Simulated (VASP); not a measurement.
The system is C.

```
C
1.0
     2.52210    0.00000    0.00000
    -1.26105    2.18420    0.00000
     0.00000    0.00000    8.23710
C
8
Cartesian
  1.2611 0.7281 6.9501
  0.0000 1.4561 2.8315
  1.2611 0.7281 5.4056
  0.0000 1.4561 1.2870
  0.0000 0.0000 7.4649
  0.0000 0.0000 3.3463
  0.0000 0.0000 4.8908
  0.0000 0.0000 0.7722
```

```yaml
Program: VASP 6.6.1
Task: relaxation of cell and atoms
Functional: RPBE
Dispersion: D4
Potentials_or_basis: VASP PAW PBE potentials, release 64 (C)
Cutoff: 600 eV
k_mesh: 12 × 12 × 4
Occupations: fermi-dirac, width 0.05 eV
Spin: no spin polarisation
```

At the start: pressure -5.9 GPa; volume 5.67 Å³/atom.

Problem. Where does the relaxation end?

Solution. Over 9 steps the energy falls by 3.8 meV/atom and the volume is 5.59 Å³/atom (-1.4 %); space group P6_3/mmc (No. 194, to 0.1 Å) before and after.

The path:
```csv
step,energy change (eV),largest force (eV/Å),pressure (GPa),volume (Å³)
1,0.0000,0.3296,-5.86,45.38
2,0.0237,0.5415,8.04,44.02
3,-0.0304,0.0635,-0.29,44.79
4,-0.0304,0.0710,-0.17,44.78
5,-0.0304,0.0772,0.46,44.72
6,-0.0307,0.0155,0.13,44.75
7,-0.0307,0.0161,0.12,44.75
8,-0.0306,0.0230,-0.09,44.77
9,-0.0307,0.0027,0.04,44.76
```

Final structure:
```
C
1.0
     2.50239    0.00000    0.00000
    -1.25119    2.16713    0.00000
     0.00000    0.00000    8.25343
C
8
Direct
  0.66667 0.33333 0.84443
  0.33333 0.66667 0.34443
  0.66667 0.33333 0.65557
  0.33333 0.66667 0.15557
  0.00000 0.00000 0.90703
  0.00000 0.00000 0.40703
  0.00000 0.00000 0.59297
  0.00000 0.00000 0.09297
```

Caveat: the PAW data sets were made with another functional, which shifts forces and pressure a little.
